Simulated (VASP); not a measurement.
A run of VASP 6.6.1:

File INCAR:

```
  PREC = Accurate
  ENCUT = 500
  EDIFF = 1E-6
  ISMEAR = 0
  SIGMA = 0.05
  LREAL = F
  LASPH = T
  NELM = 120
  ALGO = Normal
  ISIF = 2
  LWAVE = F
  LCHARG = F
  GGA = PE
  NBANDS = 21
  GGA_COMPAT = F
```

File KPOINTS:

```
regular mesh
0
Gamma
  6 6 6
```

The input POSCAR:

```
Ge
1.0
    0.0000000000      2.8522832403      2.8522832403
    2.8522832403      0.0000000000      2.8522832403
    2.8522832403      2.8522832403      0.0000000000
Ge
2
Direct
    0.5000000000      0.5000000000      0.5000000000
    0.7500000000      0.7500000000      0.7500000000
```

Potentials or basis: VASP PAW PBE potentials, release 64 (Ge_d).

Launch:

```bash
$ cat potpaw_PBE.64/Ge_d/POTCAR > POTCAR
$ mpirun -np 1 vasp_std > vasp.out
```

Hardware: 1 thread of AMD EPYC 7R43 64-Core Processor (Zen 3), on a shared host.

Question: Estimate the wall time of this run.

Answer: It took 14 s on 1 thread of AMD EPYC 7R43 64-Core Processor (Zen 3) (shared host), peak memory 0.13 GiB. Counts: scf iterations 12, k points 16.
